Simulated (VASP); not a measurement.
# Mo3Ru (Fm-3m) in VASP: a series of runs, part 2 of 2

VASP 6.6.1. Earlier steps stand in the parts before.

**3. Single point, PBE**

This run uses another cell than the first one, of 16.84 Å³/atom.

Input file INCAR:

```
PREC     = Accurate       # precision mode
ENCUT    = 520            # plane-wave cutoff, eV
EDIFF    = 1E-6           # SCF threshold, eV
ISMEAR   = 0              # smearing method
SIGMA    = 0.1            # smearing width, eV
LREAL    = F              # projectors in reciprocal space
LASPH    = T              # aspherical terms in the spheres
NELM     = 80             # most SCF steps
ALGO     = Normal         # electronic algorithm
ISIF     = 2              # what is computed and relaxed
LWAVE    = F              # write WAVECAR
LCHARG   = F              # write CHGCAR
GGA      = PE             # functional
NBANDS   = 36             # bands
```

Input file KPOINTS:

```
Automatic mesh
0
Gamma
  6 6 6
```

Input file POSCAR:

```
Mo3Ru
1.0
    0.0000000000      3.2291133200      3.2291133200
    3.2291133200      0.0000000000      3.2291133200
    3.2291133200      3.2291133200      0.0000000000
Mo Ru
3 1
Direct
    0.7500000000      0.7500000000      0.7500000000
    0.5000000000      0.5000000000      0.5000000000
    0.2500000000      0.2500000000      0.2500000000
    0.0000000000      0.0000000000      0.0000000000
```

Potentials or basis: VASP PAW PBE potentials, release 64 (Mo_sv, Ru_pv).

On the command line:

```bash
> cat potpaw_PBE.64/Mo_sv/POTCAR potpaw_PBE.64/Ru_pv/POTCAR > POTCAR
> mpirun -np 1 vasp_std > vasp.out
```

OUTCAR:

```text
PREC = Accurate
   ENCUT = 520
   EDIFF = 1E-6
   ISMEAR = 0
   LREAL = F
   LASPH = T
   NELM = 80
   ISIF = 2
   GGA = PE

 ion  position               nearest neighbor table
   1  0.750  0.750  0.750-   2 2.80   2 2.80   2 2.80   2 2.80   4 2.80   4 2.80   4 2.80   4 2.80
                             3 3.23   3 3.23   3 3.23   3 3.23   3 3.23   3 3.23
   2  0.500  0.500  0.500-   3 2.80   3 2.80   3 2.80   1 2.80   3 2.80   1 2.80   1 2.80   1 2.80
                             4 3.23   4 3.23   4 3.23   4 3.23   4 3.23   4 3.23
   3  0.250  0.250  0.250-   4 2.80   4 2.80   4 2.80   2 2.80   4 2.80   2 2.80   2 2.80   2 2.80
                             1 3.23   1 3.23   1 3.23   1 3.23   1 3.23   1 3.23
   4  0.000  0.000  0.000-   1 2.80   1 2.80   1 2.80   1 2.80   3 2.80   3 2.80   3 2.80   3 2.80
                             2 3.23   2 3.23   2 3.23   2 3.23   2 3.23   2 3.23

  LATTYP: Found a face centered cubic cell.
 ALAT       =     6.4582266400

  Lattice vectors:

 A1 = (   0.0000000000,   3.2291133200,   3.2291133200)
 A2 = (   3.2291133200,   0.0000000000,   3.2291133200)
 A3 = (   3.2291133200,   3.2291133200,   0.0000000000)

Analysis of symmetry for initial positions (statically):
=====================================================================
 Subroutine PRICEL returns:
 Original cell was already a primitive cell.

 Routine SETGRP: Setting up the symmetry group for a
 face centered cubic supercell.

 Subroutine GETGRP returns: Found 48 space group operations
 (whereof 48 operations were pure point group operations)
 out of a pool of 48 trial point group operations.

The static configuration has the point symmetry O_h .

Analysis of symmetry for dynamics (positions and initial velocities):
=====================================================================
 Subroutine PRICEL returns:
 Original cell was already a primitive cell.

 Routine SETGRP: Setting up the symmetry group for a
 face centered cubic supercell.

 Subroutine GETGRP returns: Found 48 space group operations
[... 119 lines left out ...]
  volume/ion in A,a.u.               =      16.84       113.61
  Fermi-wavevector in a.u.,A,eV,Ry     =   1.539492  2.909219 32.246310  2.370037
  Thomas-Fermi vector in A             =   2.645713
   LORBIT       =      0    0 simple, 1 ext, 2 COOP (PROOUT), +10 PAW based schemes
   GGA     = PE    functional components
   LHFCALC =     F    Hartree Fock is set to
   AEXX    =    0.0000 exact exchange contribution
   IVDW    =     0    specifies the selected vdW correction
   LEPSILON=     F    determine dielectric tensor
   LRPA    =     F    only Hartree local field effects (RPA)
 non-spin polarized calculation
 Gauss-broadening in eV      SIGMA  =   0.10
  energy-cutoff  :      520.00
  volume of cell :       67.34
 maximum number of plane-waves:      1837
 NGX is ok and might be reduce to    36
   NGX = 17   NGY = 17   NGZ = 17

 number of electron      56.0000001 magnetization

 Free energy of the ion-electron system (eV)
  ---------------------------------------------------
  ext. energy  EPLUGINS =         0.00000000
  ---------------------------------------------------
  free energy    TOTEN  =       -40.99047392 eV

  energy without entropy =      -40.96850191  energy(sigma->0) =      -40.97948791

 E-fermi :  11.0713     XC(G=0): -12.9442

 val. band max:       11.0592125570   @ k =  -0.3333   0.3333   0.0000
 cond. band min:      11.0962408547   @ k =   0.3333   0.1667   0.0000
 fundamental gap:      0.0370282977
 Fermi energy:        11.0712664308

 k-point     1 :       0.0000    0.0000    0.0000
  band No.  band energies     occupation
      1     -50.3297      2.00000
      2     -50.2483      2.00000
      3     -49.9384      2.00000
      4     -31.9485      2.00000
      5     -31.9485      2.00000
      6     -31.9485      2.00000
[... 613 lines left out ...]
     35      13.4845      0.00000
     36      13.9155      0.00000

------------------------ aborting loop because EDIFF is reached ----------------------------------------

  FORCE on cell =-STRESS in cart. coord.  units (eV):
  Direction    XX          YY          ZZ          XY          YZ          ZX
  --------------------------------------------------------------------------------------
  -------------------------------------------------------------------------------------
  Total       -8.0789605     -8.0789605     -8.0789605      0.0000000      0.0000000      0.0000000
  in kB     -192.2145302   -192.2145302   -192.2145302      0.0000000      0.0000000      0.0000000
  external PRESSURE =    -192.2145302 kB  Pullay stress =       0.0000000 kB

 VOLUME and BASIS-vectors are now :
 -----------------------------------------------------------------------------
  energy-cutoff  :      520.00
  volume of cell :       67.34
      direct lattice vectors                 reciprocal lattice vectors
     0.000000000  3.229113320  3.229113320    -0.154841268  0.154841268  0.154841268
     3.229113320  0.000000000  3.229113320     0.154841268 -0.154841268  0.154841268
     3.229113320  3.229113320  0.000000000     0.154841268  0.154841268 -0.154841268

 POSITION                                       TOTAL-FORCE (eV/Angst)
 -----------------------------------------------------------------------------------
      4.84367      4.84367      4.84367         0.000000      0.000000      0.000000
      3.22911      3.22911      3.22911         0.000000     -0.000000      0.000000
      1.61456      1.61456      1.61456        -0.000000     -0.000000     -0.000000
      0.00000      0.00000      0.00000         0.000000     -0.000000      0.000000
 -----------------------------------------------------------------------------------
    total drift:                                0.000000      0.000000      0.000000

  FREE ENERGIE OF THE ION-ELECTRON SYSTEM (eV)
  ---------------------------------------------------
  free  energy   TOTEN  =       -40.9904739185 eV

  energy  without entropy=      -40.9685019097  energy(sigma->0) =      -40.97948791
```

OSZICAR:

```text
N       E                     dE             d eps       ncg     rms          rms(c)
DAV:   1     0.683708575821E+03    0.68371E+03   -0.34342E+04  1152   0.162E+03
DAV:   2    -0.197917993539E+02   -0.70350E+03   -0.68974E+03  1252   0.520E+02
DAV:   3    -0.435373026463E+02   -0.23746E+02   -0.22980E+02  1420   0.924E+01
DAV:   4    -0.439983328373E+02   -0.46103E+00   -0.45678E+00  1336   0.110E+01
DAV:   5    -0.440074902955E+02   -0.91575E-02   -0.91544E-02  1280   0.146E+00    0.224E+01
DAV:   6    -0.413942933521E+02    0.26132E+01   -0.82675E+00  1280   0.191E+01    0.575E+00
DAV:   7    -0.414973332442E+02   -0.10304E+00   -0.42295E+00  1276   0.111E+01    0.580E+00
DAV:   8    -0.410211786731E+02    0.47615E+00   -0.22617E+00  1340   0.861E+00    0.205E+00
DAV:   9    -0.410068163597E+02    0.14362E-01   -0.26969E-01  1284   0.296E+00    0.152E+00
DAV:  10    -0.409909655633E+02    0.15851E-01   -0.67585E-02  1352   0.174E+00    0.365E-01
DAV:  11    -0.409904944717E+02    0.47109E-03   -0.30842E-03  1308   0.412E-01    0.108E-01
DAV:  12    -0.409904832197E+02    0.11252E-04   -0.43184E-04  1468   0.118E-01    0.393E-02
DAV:  13    -0.409904737976E+02    0.94221E-05   -0.37634E-05  1344   0.414E-02    0.794E-03
DAV:  14    -0.409904739185E+02   -0.12084E-06   -0.13761E-06   764   0.773E-03
   1 F= -.40990474E+02 E0= -.40979488E+02  d E =-.219720E-01
```

It took 18 s on 1 thread of Intel Xeon 6975P-C (Granite Rapids), shared host; peak memory 0.22 GiB.

Results:

- Free energy: -40.9905 eV
- Pressure: -19.2 GPa
- Band gap on the k mesh: zero (bands 28 and 29 overlap by 0.76 eV)

Caveat: the cell stands under tension.

**4. Single point, PBE**

Input file INCAR:

```
SYSTEM = Mo3Ru
ALGO     = Fast           ! electronic algorithm
EDIFF    = 1E-6           ! SCF threshold, eV
ENCUT    = 520            ! plane-wave cutoff, eV
GGA      = PE             ! functional
ISIF     = 2              ! what is computed and relaxed
ISMEAR   = 0              ! smearing method
LASPH    = .TRUE.         ! aspherical terms in the spheres
LCHARG   = .FALSE.        ! write CHGCAR
LREAL    = .FALSE.        ! projectors in reciprocal space
LWAVE    = .FALSE.        ! write WAVECAR
NBANDS   = 36             ! bands
NELM     = 100            ! most SCF steps
PREC     = Accurate       ! precision mode
SIGMA    = 0.1            ! smearing width, eV
```

Input file KPOINTS:

```
k-points
0
G
  12 12 12
  0 0 0
```

Input file POSCAR:

```
Mo3Ru
1.0
    0.0000000000      3.1326745224      3.1326745224
    3.1326745224      0.0000000000      3.1326745224
    3.1326745224      3.1326745224      0.0000000000
Mo Ru
3 1
Direct
    0.7500000000      0.7500000000      0.7500000000
    0.5000000000      0.5000000000      0.5000000000
    0.2500000000      0.2500000000      0.2500000000
    0.0000000000      0.0000000000      0.0000000000
```

Potentials or basis: VASP PAW PBE potentials, release 64 (Mo_sv, Ru_pv).

On the command line:

```bash
> cat potpaw_PBE.64/Mo_sv/POTCAR potpaw_PBE.64/Ru_pv/POTCAR > POTCAR
> mpirun -np 1 vasp_std > vasp.out
```

OUTCAR:

```text
SYSTEM = Mo3Ru
   EDIFF = 1E-6
   ENCUT = 520
   GGA = PE
   ISIF = 2
   ISMEAR = 0
   LASPH = .TRUE.
   LREAL = .FALSE.
   NELM = 100
   PREC = Accurate

 ion  position               nearest neighbor table
   1  0.750  0.750  0.750-   2 2.71   2 2.71   2 2.71   2 2.71   4 2.71   4 2.71   4 2.71   4 2.71
                             3 3.13   3 3.13   3 3.13   3 3.13   3 3.13   3 3.13
   2  0.500  0.500  0.500-   3 2.71   3 2.71   3 2.71   1 2.71   3 2.71   1 2.71   1 2.71   1 2.71
                             4 3.13   4 3.13   4 3.13   4 3.13   4 3.13   4 3.13
   3  0.250  0.250  0.250-   4 2.71   4 2.71   4 2.71   2 2.71   4 2.71   2 2.71   2 2.71   2 2.71
                             1 3.13   1 3.13   1 3.13   1 3.13   1 3.13   1 3.13
   4  0.000  0.000  0.000-   1 2.71   1 2.71   1 2.71   1 2.71   3 2.71   3 2.71   3 2.71   3 2.71
                             2 3.13   2 3.13   2 3.13   2 3.13   2 3.13   2 3.13

  LATTYP: Found a face centered cubic cell.
 ALAT       =     6.2653490448

  Lattice vectors:

 A1 = (   0.0000000000,   3.1326745224,   3.1326745224)
 A2 = (   3.1326745224,   0.0000000000,   3.1326745224)
 A3 = (   3.1326745224,   3.1326745224,   0.0000000000)

Analysis of symmetry for initial positions (statically):
=====================================================================
 Subroutine PRICEL returns:
 Original cell was already a primitive cell.

 Routine SETGRP: Setting up the symmetry group for a
 face centered cubic supercell.

 Subroutine GETGRP returns: Found 48 space group operations
 (whereof 48 operations were pure point group operations)
 out of a pool of 48 trial point group operations.

The static configuration has the point symmetry O_h .

Analysis of symmetry for dynamics (positions and initial velocities):
=====================================================================
 Subroutine PRICEL returns:
 Original cell was already a primitive cell.

 Routine SETGRP: Setting up the symmetry group for a
[... 130 lines left out ...]
     AMIX_MAG =   1.60;   BMIX_MAG =  1.00
  volume/ion in A,a.u.               =      15.37       103.73
  Fermi-wavevector in a.u.,A,eV,Ry     =   1.586885  2.998779 34.262263  2.518205
  Thomas-Fermi vector in A             =   2.686128
   LORBIT       =      0    0 simple, 1 ext, 2 COOP (PROOUT), +10 PAW based schemes
   GGA     = PE    functional components
   LHFCALC =     F    Hartree Fock is set to
   AEXX    =    0.0000 exact exchange contribution
   IVDW    =     0    specifies the selected vdW correction
   LEPSILON=     F    determine dielectric tensor
   LRPA    =     F    only Hartree local field effects (RPA)
 non-spin polarized calculation
 RMM-DIIS sequential band-by-band and
 Gauss-broadening in eV      SIGMA  =   0.10
  energy-cutoff  :      520.00
  volume of cell :       61.49
 maximum number of plane-waves:      1676
 NGX is ok and might be reduce to    36
   NGX = 17   NGY = 17   NGZ = 17

 number of electron      55.9999998 magnetization

 Free energy of the ion-electron system (eV)
  ---------------------------------------------------
  ext. energy  EPLUGINS =         0.00000000
  ---------------------------------------------------
  free energy    TOTEN  =       -41.36650613 eV

  energy without entropy =      -41.33844800  energy(sigma->0) =      -41.35247707

 E-fermi :  12.5670     XC(G=0): -13.4572

 val. band max:       12.5634078691   @ k =   0.5000   0.4167   0.0833
 cond. band min:      12.5748507926   @ k =   0.5000   0.4167   0.0833
 fundamental gap:      0.0114429235
 Fermi energy:        12.5670362715

 k-point     1 :       0.0000    0.0000    0.0000
  band No.  band energies     occupation
      1     -48.8339      2.00000
      2     -48.6950      2.00000
      3     -48.3735      2.00000
      4     -30.6561      2.00000
      5     -30.6561      2.00000
      6     -30.6561      2.00000
[... 925 lines left out ...]
     35      14.8763      0.00000
     36      15.6601      0.00000

 [... further k-points ...]

------------------------ aborting loop because EDIFF is reached ----------------------------------------

  FORCE on cell =-STRESS in cart. coord.  units (eV):
  Direction    XX          YY          ZZ          XY          YZ          ZX
  --------------------------------------------------------------------------------------
  -------------------------------------------------------------------------------------
  Total        0.1334919      0.1334919      0.1334919     -0.0000000     -0.0000000      0.0000000
  in kB        3.4784803      3.4784803      3.4784803     -0.0000000     -0.0000000      0.0000000
  external PRESSURE =       3.4784803 kB  Pullay stress =       0.0000000 kB

 VOLUME and BASIS-vectors are now :
 -----------------------------------------------------------------------------
  energy-cutoff  :      520.00
  volume of cell :       61.49
      direct lattice vectors                 reciprocal lattice vectors
     0.000000000  3.132674522  3.132674522    -0.159608027  0.159608027  0.159608027
     3.132674522  0.000000000  3.132674522     0.159608027 -0.159608027  0.159608027
     3.132674522  3.132674522  0.000000000     0.159608027  0.159608027 -0.159608027

 POSITION                                       TOTAL-FORCE (eV/Angst)
 -----------------------------------------------------------------------------------
      4.69901      4.69901      4.69901         0.000000      0.000000      0.000000
      3.13267      3.13267      3.13267        -0.000000     -0.000000     -0.000000
      1.56634      1.56634      1.56634        -0.000000     -0.000000     -0.000000
      0.00000      0.00000      0.00000        -0.000000     -0.000000     -0.000000
 -----------------------------------------------------------------------------------
    total drift:                                0.000000      0.000000      0.000000

  FREE ENERGIE OF THE ION-ELECTRON SYSTEM (eV)
  ---------------------------------------------------
  free  energy   TOTEN  =       -41.3665061252 eV

  energy  without entropy=      -41.3384480050  energy(sigma->0) =      -41.35247707
```

stdout:

```text
POSCAR found type information on POSCAR MoRu
 POSCAR found :  2 types and       4 ions
 scaLAPACK will be used
 LDA part: xc-table for (Slater+PW92), standard interpolation
 POSCAR, INCAR and KPOINTS ok, starting setup
 FFT: planning ... GRIDC
 FFT: planning ... GRID_SOFT
 FFT: planning ... GRID
 WAVECAR not read
 entering main loop
```

It took 87 s on 1 thread of Intel Xeon 6975P-C (Granite Rapids), shared host; peak memory 0.29 GiB.

What came out:

| Item | Value |
| --- | --- |
| Free energy | -41.3665 eV |
| Pressure | 0.3 GPa |
| Band gap on the k mesh | zero (bands 28 and 29 overlap by 0.86 eV) |

**5. Relaxation of cell and atoms, PBE**

This run uses another cell than the first one, of 16.84 Å³/atom.

Input file INCAR:

```
PREC = Accurate
ENCUT = 600
EDIFF = 1E-6
ISMEAR = 0
SIGMA = 0.1
LREAL = F
LASPH = T
NELM = 80
ALGO = Normal
ISIF = 3
LWAVE = F
LCHARG = F
GGA = PE
IBRION = 2
NSW = 90
EDIFFG = -0.04
```

Input file KPOINTS:

```
Automatic mesh
0
Gamma
  6 6 6
```

Input file POSCAR:

```
Mo3Ru
1.0
    0.0000000000      3.2291133200      3.2291133200
    3.2291133200      0.0000000000      3.2291133200
    3.2291133200      3.2291133200      0.0000000000
Mo Ru
3 1
Direct
    0.7500000000      0.7500000000      0.7500000000
    0.5000000000      0.5000000000      0.5000000000
    0.2500000000      0.2500000000      0.2500000000
    0.0000000000      0.0000000000      0.0000000000
```

On the command line:

```bash
> cat potpaw_PBE.64/Mo_sv/POTCAR potpaw_PBE.64/Ru_pv/POTCAR > POTCAR
> mpirun -np 1 vasp_std > vasp.out
```

Wall time 78 s (1 thread of Intel Xeon 6975P-C (Granite Rapids), shared host); peak memory 0.23 GiB.

Results (log left out):

| Property | Result |
| --- | --- |
| Free energy | -41.3654 eV |
| Relaxed volume | 15.40 Å³/atom |
| Relaxed cell | a = 4.433 Å, b = 4.433 Å, c = 4.433 Å, α = 60.00°, β = 60.00°, γ = 60.00° |
| Space group after relaxing (to 0.1 Å) | Fm-3m (No. 225) |
| Pressure after relaxing | 0.0 GPa |
| Band gap on the k mesh | zero (bands 28 and 29 overlap by 0.85 eV) |

Final structure:
```xyz
4
Lattice="0.0000 3.1344 3.1344 3.1344 0.0000 3.1344 3.1344 3.1344 0.0000" Properties=species:S:1:pos:R:3 pbc="T T T"
Mo    4.7016    4.7016    4.7016
Mo    3.1344    3.1344    3.1344
Mo    1.5672    1.5672    1.5672
Ru    0.0000    0.0000    0.0000
```

Levels at points of the mesh, in eV from the Fermi level:
| k point | band 26 | band 27 | band 28 | band 29 | band 30 | band 31 |
| --- | --- | --- | --- | --- | --- | --- |
| (0.00, 0.00, 0.00) | -1.74 | -1.74 | 0.27 | 0.27 | 2.01 | 2.01 |
| (0.50, 0.00, 0.00) | -2.90 | -2.90 | 0.50 | 0.50 | 1.21 | 1.21 |
| (0.50, 0.50, 0.00) | -0.81 | -0.81 | -0.42 | 0.54 | 0.78 | 1.37 |

**6. Summary**

```tsv
task	cell	k mesh	cutoff (eV)	gap on the mesh (eV)	pressure (GPa)
single point	a = 4.431 Å, angles 60.0°, 4 atoms	6 × 6 × 6	520	none	0.3
single point	a = 4.567 Å, angles 60.0°, 4 atoms	6 × 6 × 6	520	none	-19.2
single point	a = 4.430 Å, angles 60.0°, 4 atoms	12 × 12 × 12	520	none	0.3
relaxation of cell and atoms	relaxed from a = 4.567 Å, angles 60.0°, 4 atoms	6 × 6 × 6	600	none	0.0
```

Alike in all rows: level PBE; potentials or basis VASP PAW PBE potentials, release 64 (Mo_sv, Ru_pv); no spin polarisation; smearing gaussian 0.1 eV.

Caveats: the cell stands under tension (at least some runs).

Absolute energies hang on the potentials; compare differences alone.
